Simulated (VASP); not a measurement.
# SnO (P2_1) in VASP: notebook

Runs on SnO. Level: PBE+D3(BJ). Tasks: single point.

Program: VASP 6.6.1. These are calculated values, not measurements. Logs are shortened: lines on timing, memory, paths and dates and some standing lists are left out, and cuts for length are marked.

### 1 The cell of the first run

Symmetry: P2_1, No. 4, monoclinic system. Conventional cell: a = 3.167 Å, b = 3.907 Å, c = 5.414 Å, α = 90.00°, β = 94.85°, γ = 90.00°. Sn (site symmetry 1) has 3 O at 2.04 to 2.12 Å within 2.7 Å. O (site symmetry 1) has 3 Sn at 2.04 to 2.12 Å and 4 O at 2.75 to 2.87 Å within 2.9 Å.

### 2 Single point, PBE+D3(BJ)

Input file INCAR:

```
PREC = Accurate ; ENCUT = 520
EDIFF = 1E-6 ; ISMEAR = 0
SIGMA = 0.05 ; LREAL = F
LASPH = T ; NELM = 100
ALGO = Normal ; ISIF = 2
LWAVE = F ; LCHARG = F
GGA = PE ; IVDW = 12
NBANDS = 28
```

Input file KPOINTS:

```
Automatic mesh
0
Gamma
  8 6 8
```

Input file POSCAR:

```
SnO
1.0
    3.1640828337     -0.1339294321      0.0000000000
   -0.2289457578      5.4088435269      0.0000000000
    0.0000000000      0.0000000000      3.9070816200
Sn O
2 2
Direct
    0.0000000000      0.2344934793      0.5273389918
    0.5000000000      0.7655065207      0.0273389918
    0.0000000000      0.8833967007      0.7226620082
    0.5000000000      0.1166032993      0.2226620082
```

Potentials or basis: VASP PAW PBE potentials, release 64 (Sn_d, O).

Run with:

```bash
cat potpaw_PBE.64/Sn_d/POTCAR potpaw_PBE.64/O/POTCAR > POTCAR
mpirun -np 1 vasp_std > vasp.out
```

OUTCAR:

```text
PREC = Accurate
   ENCUT = 520
   EDIFF = 1E-6
   ISMEAR = 0
   LREAL = F
   LASPH = T
   NELM = 100
   ISIF = 2
   GGA = PE
   IVDW = 12
 IVDW          = 12

 ion  position               nearest neighbor table
   1  0.000  0.234  0.527-   4 2.04   3 2.05   4 2.12   2 3.48   2 3.48   2 3.67   2 3.67   2 3.72
                             2 3.72
   2  0.500  0.766  0.027-   3 2.04   4 2.05   3 2.12   1 3.48   1 3.48   1 3.67   1 3.67   1 3.72
                             1 3.72
   3  0.000  0.883  0.723-   2 2.04   1 2.05   2 2.12
   4  0.500  0.117  0.223-   1 2.04   2 2.05   1 2.12

  LATTYP: Found a simple monoclinic cell.
 ALAT       =     3.1669160506
 B/A-ratio  =     1.2337180897
 C/A-ratio  =     1.7094506722
 COS(beta)  =    -0.0845046807

  Lattice vectors:

 A1 = (   3.1640828337,  -0.1339294321,   0.0000000000)
 A2 = (   0.0000000000,   0.0000000000,  -3.9070816200)
 A3 = (  -0.2289457578,   5.4088435269,   0.0000000000)

Analysis of symmetry for initial positions (statically):
=====================================================================
 Subroutine PRICEL returns:
 Original cell was already a primitive cell.

 Routine SETGRP: Setting up the symmetry group for a
 simple monoclinic supercell.

 Subroutine GETGRP returns: Found  2 space group operations
 (whereof  1 operations were pure point group operations)
 out of a pool of  4 trial point group operations.

The static configuration has the point symmetry C_1 .
 The point group associated with its full space group is C_2 .

Analysis of symmetry for dynamics (positions and initial velocities):
=====================================================================
 Subroutine PRICEL returns:
 Original cell was already a primitive cell.

 Routine SETGRP: Setting up the symmetry group for a
 simple monoclinic supercell.

 Subroutine GETGRP returns: Found  2 space group operations
 (whereof  1 operations were pure point group operations)
 out of a pool of  4 trial point group operations.

The dynamic configuration has the point symmetry C_1 .
 The point group associated with its full space group is C_2 .

 Subroutine INISYM returns: Found  2 space group operations
 (whereof  1 operations are pure point group operations),
 and found     1 'primitive' translations

----------------------------------------------------------------------------------------

                                     Primitive cell

  volume of cell :      66.7461

[... 91 lines left out ...]
   NELM   =    100;   NELMIN=  2; NELMDL= -5     # of ELM steps
   EDIFF  = 0.1E-05   stopping-criterion for ELM
   LREAL  =      F    real-space projection
   EDIFFG = 0.1E-04   stopping-criterion for IOM
   NSW    =      0    number of steps for IOM
   IBRION =     -1    ionic relax: 0-MD 1-quasi-New 2-CG
   NFREE  =      0    steps in history (QN), initial steepest desc. (CG)
   ISIF   =      2    stress and relaxation
   ISYM   =      2    0-nonsym 1-usesym 2-fastsym
   POTIM  = 0.5000    time-step for ionic-motion
   TEBEG  =    0.0;   TEEND  =   0.0 temperature during run
   PSTRESS=    0.0 pullay stress
   NELECT =      40.0000    total number of electrons
   NUPDOWN=      -1.0000    fix difference up-down
   EMIN   =  10.00;   EMAX   =-10.00  energy-range for DOS
   EFERMI =   0.00;   METHOD = LEGACY
   ISMEAR =     0;   SIGMA  =   0.05  broadening in eV -4-tet -1-fermi 0-gaus
   EFERMI_NEDOS =   21; number of points for ismear=-14 and -15
   IALGO  =     38    algorithm
   IMIX   =      4    mixing-type and parameters
     AMIX     =   0.40;   BMIX     =  1.00
     AMIX_MAG =   1.60;   BMIX_MAG =  1.00
  volume/ion in A,a.u.               =      16.69       112.61
  Fermi-wavevector in a.u.,A,eV,Ry     =   1.380234  2.608265 25.919738  1.905047
  Thomas-Fermi vector in A             =   2.505130
   LORBIT       =      0    0 simple, 1 ext, 2 COOP (PROOUT), +10 PAW based schemes
   GGA     = PE    functional components
   LHFCALC =     F    Hartree Fock is set to
   AEXX    =    0.0000 exact exchange contribution
   IVDW    =    12    specifies the selected vdW correction
   LEPSILON=     F    determine dielectric tensor
   LRPA    =     F    only Hartree local field effects (RPA)
 non-spin polarized calculation
 Gauss-broadening in eV      SIGMA  =   0.05
  energy-cutoff  :      520.00
  volume of cell :       66.75
 maximum number of plane-waves:      1814
   NGX = 11   NGY = 21   NGZ = 15

 number of electron      40.0000006 magnetization

 Free energy of the ion-electron system (eV)
  ---------------------------------------------------
  ext. energy  EPLUGINS =         0.00000000
  ---------------------------------------------------
  free energy    TOTEN  =       -21.86614853 eV

  energy without entropy =      -21.86614853  energy(sigma->0) =      -21.86614853

 E-fermi :   7.2449     XC(G=0): -10.5066

 val. band max:        7.0055804155   @ k =   0.1250  -0.0000   0.0000
 cond. band min:       8.1210393674   @ k =   0.3750   0.5000   0.0000
 fundamental gap:      1.1154589519
 Fermi energy:         7.2449219044

 k-point     1 :       0.0000    0.0000    0.0000
  band No.  band energies     occupation
      1     -14.7451      2.00000
      2     -14.1335      2.00000
      3     -14.0016      2.00000
      4     -13.9442      2.00000
      5     -13.9289      2.00000
      6     -13.8572      2.00000
[... 733 lines left out ...]
     27      17.0566      0.00000
     28      17.7563      0.00000

 [... further k-points ...]

------------------------ aborting loop because EDIFF is reached ----------------------------------------

 Edisp (eV)   -0.99240

 E8    (eV) :    -0.4312

  FORCE on cell =-STRESS in cart. coord.  units (eV):
  Direction    XX          YY          ZZ          XY          YZ          ZX
  --------------------------------------------------------------------------------------
  -------------------------------------------------------------------------------------
  Total       6.48703     6.51767     4.68514     1.14969     0.00000     0.00000
  in kB     155.71515   156.45045   112.46243    27.59713     0.00000     0.00000
  external pressure =      141.54 kB  Pullay stress =        0.00 kB

 VOLUME and BASIS-vectors are now :
 -----------------------------------------------------------------------------
  energy-cutoff  :      520.00
  volume of cell :       66.75
      direct lattice vectors                 reciprocal lattice vectors
     3.164082834 -0.133929432  0.000000000     0.316614618  0.013401677  0.000000000
    -0.228945758  5.408843527  0.000000000     0.007839756  0.185214247  0.000000000
     0.000000000  0.000000000  3.907081620     0.000000000  0.000000000  0.255945511

 POSITION                                       TOTAL-FORCE (eV/Angst)
 -----------------------------------------------------------------------------------
     -0.05369      1.26834      2.06036         0.646658      2.163681      0.569830
      1.40678      4.07354      0.10682        -0.646658     -2.163681      0.569830
     -0.20225      4.77815      2.82350         0.219706     -0.371381     -0.569830
      1.55535      0.56372      0.86996        -0.219706      0.371381     -0.569830
 -----------------------------------------------------------------------------------
    total drift:                                0.000000     -0.000000     -0.000151

  FREE ENERGIE OF THE ION-ELECTRON SYSTEM (eV)
  ---------------------------------------------------
  free  energy   TOTEN  =       -22.8585502500 eV

  energy  without entropy=      -22.8585502500  energy(sigma->0) =      -22.85855025
```

OSZICAR:

```text
N       E                     dE             d eps       ncg     rms          rms(c)
DAV:   1     0.442354479565E+03    0.44235E+03   -0.20411E+04  7600   0.225E+03
DAV:   2     0.409513690448E+02   -0.40140E+03   -0.38504E+03  7512   0.557E+02
DAV:   3    -0.226268859545E+02   -0.63578E+02   -0.62703E+02  8244   0.189E+02
DAV:   4    -0.255361152639E+02   -0.29092E+01   -0.28968E+01  8516   0.431E+01
DAV:   5    -0.256046065904E+02   -0.68491E-01   -0.68483E-01  8044   0.710E+00    0.121E+01
DAV:   6    -0.218649836588E+02    0.37396E+01   -0.15264E+01 11984   0.454E+01    0.497E+00
DAV:   7    -0.218903334634E+02   -0.25350E-01   -0.18328E+00  8332   0.877E+00    0.261E+00
DAV:   8    -0.218753812810E+02    0.14952E-01   -0.28230E-01 11016   0.437E+00    0.835E-01
DAV:   9    -0.218652919225E+02    0.10089E-01   -0.53685E-02 11312   0.284E+00    0.212E-01
DAV:  10    -0.218662405368E+02   -0.94861E-03   -0.65853E-03  9976   0.745E-01    0.971E-02
DAV:  11    -0.218661315465E+02    0.10899E-03   -0.90280E-04 11168   0.349E-01    0.238E-02
DAV:  12    -0.218661591922E+02   -0.27646E-04   -0.24403E-04  9228   0.930E-02    0.315E-02
DAV:  13    -0.218661485428E+02    0.10649E-04   -0.53743E-05 10160   0.100E-01    0.313E-03
DAV:  14    -0.218661485321E+02    0.10624E-07   -0.53328E-06  8308   0.250E-02
   1 F= -.22858550E+02 E0= -.22858550E+02  d E =-.181685E-13
```

stdout:

```text
POSCAR found type information on POSCAR SnO
 POSCAR found :  2 types and       4 ions
 scaLAPACK will be used
 LDA part: xc-table for (Slater+PW92), standard interpolation
 POSCAR, INCAR and KPOINTS ok, starting setup
 FFT: planning ... GRIDC
 FFT: planning ... GRID_SOFT
 FFT: planning ... GRID
 WAVECAR not read
 entering main loop
```

Run time: 5.2 min. Hardware: 1 thread of Intel Xeon 8259CL, shared host; peak memory 0.33 GiB.

Results:

```yaml
Free_energy: -22.8586 eV
Pressure: 14.2 GPa
Largest_force: 2.329 eV/Å
Band_gap_on_the_k_mesh: 1.12 eV (least direct gap 1.36 eV)
Dispersion_energy_per_atom: -0.248 eV
```

Forces on the atoms (eV/Å):
```
Sn   0.647  2.164  0.570
Sn  -0.647 -2.164  0.570
O    0.220 -0.371 -0.570
O   -0.220  0.371 -0.570
```

Levels at points of the mesh, in eV from the valence-band top:
| k point | band 16 | band 17 | band 18 | band 19 | band 20 | band 21 | band 22 | band 23 | band 24 | band 25 |
| --- | --- | --- | --- | --- | --- | --- | --- | --- | --- | --- |
| (0.00, 0.00, 0.00) | -4.51 | -4.50 | -3.14 | -2.78 | -0.02 | 3.25 | 3.61 | 6.42 | 6.73 | 9.09 |
| (0.50, 0.00, 0.00) | -5.08 | -3.46 | -3.31 | -1.62 | -0.86 | 2.45 | 2.48 | 5.93 | 6.49 | 7.26 |
| (0.00, 0.50, 0.00) | -4.52 | -3.96 | -3.17 | -2.14 | -1.80 | 3.31 | 4.44 | 5.52 | 5.77 | 7.97 |
| (0.50, 0.50, 0.00) | -4.93 | -3.45 | -3.38 | -1.37 | -0.65 | 1.94 | 2.17 | 6.39 | 7.09 | 7.46 |
| (0.00, 0.00, 0.50) | -4.27 | -3.73 | -3.73 | -1.87 | -1.87 | 3.05 | 3.05 | 5.77 | 5.77 | 8.95 |
| (0.50, 0.00, 0.50) | -4.87 | -3.94 | -3.94 | -1.19 | -1.19 | 2.18 | 2.18 | 4.87 | 4.87 | 7.67 |
| (0.00, 0.50, 0.50) | -3.75 | -3.56 | -3.56 | -1.71 | -1.71 | 2.17 | 2.17 | 6.68 | 6.68 | 8.77 |
| (0.50, 0.50, 0.50) | -5.03 | -4.26 | -4.26 | -0.33 | -0.33 | 2.30 | 2.30 | 4.58 | 4.58 | 6.77 |

Caveat: the cell stands under pressure; spin-orbit coupling is left out, which moves the levels of the heavy elements; forces of over 1 eV/Å act on the atoms, so gaps and moduli don't describe the material at rest. A k mesh can miss the band edges.

### 3 Single point, PBE+D3(BJ)

Input file INCAR:

```
PREC     = Accurate       # precision mode
ENCUT    = 520            # plane-wave cutoff, eV
EDIFF    = 1E-6           # SCF threshold, eV
ISMEAR   = 0              # smearing method
SIGMA    = 0.05           # smearing width, eV
LREAL    = False          # projectors in reciprocal space
LASPH    = True           # aspherical terms in the spheres
NELM     = 80             # most SCF steps
ALGO     = Normal         # electronic algorithm
ISIF     = 2              # what is computed and relaxed
LWAVE    = False          # write WAVECAR
LCHARG   = True           # write CHGCAR
GGA      = PE             # functional
IVDW     = 12             # dispersion correction
LELF     = True           # ELF
LVHAR    = True         
NBANDS   = 28             # bands
```

KPOINTS is that of step 2.

POSCAR: that of step 2 with these lines changed.

```diff
@@ -2,4 +2,4 @@
 1.0
-    3.1640828337     -0.1339294321      0.0000000000
-   -0.2289457578      5.4088435269      0.0000000000
+    3.1640828337     -0.0669647161      0.0000000000
+   -0.1144728789      5.4088435269      0.0000000000
     0.0000000000      0.0000000000      3.9070816200
```

Potentials or basis: VASP PAW PBE potentials, release 64 (Sn_d, O).

Run with:

```bash
cat potpaw_PBE.64/Sn_d/POTCAR potpaw_PBE.64/O/POTCAR > POTCAR
mpirun -np 1 vasp_std > vasp.out
```

It took 5 min on 1 thread of Intel Xeon 8259CL, shared host; peak memory 0.33 GiB.

It converged, with:

| Item | Value |
| --- | --- |
| Free energy | -22.9040 eV |
| Pressure | 13.9 GPa |
| Largest force | 2.219 eV/Å |
| Band gap on the k mesh | 1.12 eV (least direct gap 1.42 eV) |
| Dispersion energy per atom | -0.248 eV |

Forces on the atoms (eV/Å):
```
Sn   0.323  2.132  0.524
Sn  -0.323 -2.132  0.524
O    0.109 -0.370 -0.524
O   -0.109  0.370 -0.524
```

Stress tensor (GPa, compression positive):
```
15.37  1.38  0.00
 1.38 15.60  0.00
 0.00  0.00 10.73
```

Levels at points of the mesh, in eV from the valence-band top:
```tsv
k point	band 17	band 18	band 19	band 20	band 21	band 22	band 23	band 24
(0.00, 0.00, 0.00)	-4.49	-3.11	-2.77	-0.03	3.27	3.64	6.43	6.77
(0.50, 0.00, 0.00)	-3.41	-3.33	-1.42	-1.04	2.46	2.48	6.10	6.38
(0.00, 0.50, 0.00)	-3.99	-3.14	-2.14	-1.79	3.33	4.46	5.55	5.84
(0.50, 0.50, 0.00)	-3.42	-3.39	-1.18	-0.82	2.03	2.14	6.58	6.95
(0.00, 0.00, 0.50)	-3.71	-3.71	-1.86	-1.86	3.06	3.06	5.83	5.83
(0.50, 0.00, 0.50)	-3.92	-3.92	-1.17	-1.17	2.15	2.15	4.89	4.89
(0.00, 0.50, 0.50)	-3.56	-3.56	-1.70	-1.70	2.19	2.19	6.68	6.68
(0.50, 0.50, 0.50)	-4.26	-4.26	-0.29	-0.29	2.29	2.29	4.64	4.64
```

Caveat: the cell stands under pressure; spin-orbit coupling is left out, which moves the levels of the heavy elements; forces of over 1 eV/Å act on the atoms, so gaps and moduli don't describe the material at rest. A k mesh can miss the band edges.

### 4 Single point, PBE+D3(BJ)

This run uses another cell than the first one, of 18.69 Å³/atom.

Input file INCAR:

```
SYSTEM = SnO
PREC = Accurate ; ENCUT = 520
EDIFF = 1E-7 ; ISMEAR = 0
SIGMA = 0.05 ; LREAL = .False.
LASPH = .True. ; NELM = 100
ALGO = Normal ; ISIF = 2
LWAVE = .False. ; LCHARG = .False.
GGA = PE ; IVDW = 12
NBANDS = 28
```

Input file KPOINTS:

```
regular mesh
0
Gamma
  8 6 8
  0 0 0
```

POSCAR: that of step 3 with these lines changed.

```diff
@@ -2,4 +2,4 @@
 1.0
-    3.1640828337     -0.0669647161      0.0000000000
-   -0.1144728789      5.4088435269      0.0000000000
+    3.3482358029     -0.1339294321      0.0000000000
+   -0.2289457578      5.7236439438      0.0000000000
     0.0000000000      0.0000000000      3.9070816200
```

Run with:

```bash
cat potpaw_PBE.64/Sn_d/POTCAR potpaw_PBE.64/O/POTCAR > POTCAR
mpirun -np 1 vasp_std > vasp.out
```

Run time: 8.4 min. Hardware: 1 thread of Intel Xeon 8259CL, shared host; peak memory 0.36 GiB.

The run converged. Its results:

```
Free energy                : -23.2378 eV
Pressure                   : 0.5 GPa
Largest force              : 0.418 eV/Å
Band gap on the k mesh     : 1.29 eV (least direct gap 1.82 eV)
Dispersion energy per atom : -0.222 eV
```

Forces in eV/Å, atoms in the order of the input:
```
Sn   0.393  0.123  0.074
Sn  -0.393 -0.123  0.074
O   -0.038  0.003 -0.074
O    0.038 -0.003 -0.074
```

Stress tensor (GPa, compression positive):
```
0.51 2.46 0.00
2.46 0.39 0.00
0.00 0.00 0.61
```

Levels at points of the mesh, in eV from the valence-band top:
```
           k point  band 18  band 19  band 20  band 21  band 22  band 23
(0.00, 0.00, 0.00)    -2.67    -2.16     0.00     3.20     3.29     6.19
(0.50, 0.00, 0.00)    -2.62    -1.56    -0.96     2.48     2.58     5.55
(0.00, 0.50, 0.00)    -2.70    -1.79    -1.49     3.35     4.41     5.03
(0.50, 0.50, 0.00)    -2.67    -1.38    -0.76     1.78     2.09     6.08
(0.00, 0.00, 0.50)    -3.22    -1.46    -1.46     2.50     2.50     5.41
(0.50, 0.00, 0.50)    -3.49    -1.23    -1.23     2.24     2.24     4.59
(0.00, 0.50, 0.50)    -2.99    -1.49    -1.49     1.92     1.92     5.97
(0.50, 0.50, 0.50)    -3.73    -0.53    -0.53     2.44     2.44     4.12
```

Caveat: spin-orbit coupling is left out, which moves the levels of the heavy elements. A k mesh can miss the band edges.

### 5 Overview

| cell | gap on the mesh (eV) | pressure (GPa) | largest force (eV/Å) |
| --- | --- | --- | --- |
| a = 3.167, b = 5.414, c = 3.907 Å, angles 90.0, 90.0, 94.8°, 4 atoms | 1.12 | 14.2 | 2.33 |
| a = 3.165, b = 5.410, c = 3.907 Å, angles 90.0, 90.0, 92.4°, 4 atoms | 1.12 | 13.9 | 2.22 |
| a = 3.351, b = 5.728, c = 3.907 Å, angles 90.0, 90.0, 94.6°, 4 atoms | 1.29 | 0.5 | 0.42 |

Alike in all rows: task single point; level PBE+D3(BJ); potentials or basis VASP PAW PBE potentials, release 64 (Sn_d, O); no spin polarisation; k mesh 8 × 6 × 8; cutoff (eV) 520; smearing gaussian 0.05 eV.

Caveats: spin-orbit coupling is left out, which moves the levels of the heavy elements; the cell stands under pressure (at least some runs); forces of over 1 eV/Å act on the atoms, so gaps and moduli don't describe the material at rest (at least some runs).

Total energies depend on the potentials used, so only differences within one code and one set of settings carry meaning.
